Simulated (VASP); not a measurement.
A run of VASP 6.6.1:

Contents of INCAR:

```
PREC = Accurate
ENCUT = 500
EDIFF = 1E-7
ISMEAR = 0
SIGMA = 0.02
LREAL = F
LASPH = T
NELM = 120
ALGO = Normal
ISIF = 3
LWAVE = F
LCHARG = F
GGA = PE
IVDW = 12
IBRION = 2
NSW = 100
EDIFFG = -0.005
GGA_COMPAT = F
NELMIN = 4
```

Contents of KPOINTS:

```
regular mesh
0
Gamma
  12 12 6
```

Contents of POSCAR:

```
ZrS2
1.0
    3.6299990406      0.0000000000      0.0000000000
   -1.8149995203      3.1436713848      0.0000000000
    0.0000000000      0.0000000000      5.8500000000
Zr S
1 2
Direct
    0.0000000000      0.0000000000      0.0000000000
    0.3333333333      0.6666666667      0.2492000000
    0.6666666667      0.3333333333      0.7508000000
```

Potentials or basis: VASP PAW PBE potentials, release 64 (Zr_sv, S).

Launch:

```sh
$ cat potpaw_PBE.64/Zr_sv/POTCAR potpaw_PBE.64/S/POTCAR > POTCAR
$ mpirun -np 1 vasp_std > vasp.out
```

Hardware: 1 thread of Intel(R) Xeon(R) 6975P-C (Granite Rapids), on a shared host.

Estimate the wall time of this run.

Run time: 6.5 min on 1 thread of Intel(R) Xeon(R) 6975P-C (Granite Rapids), with other jobs on the host, peak memory 0.26 GiB. Counts: scf iterations 106, k points 100, ion steps 12.
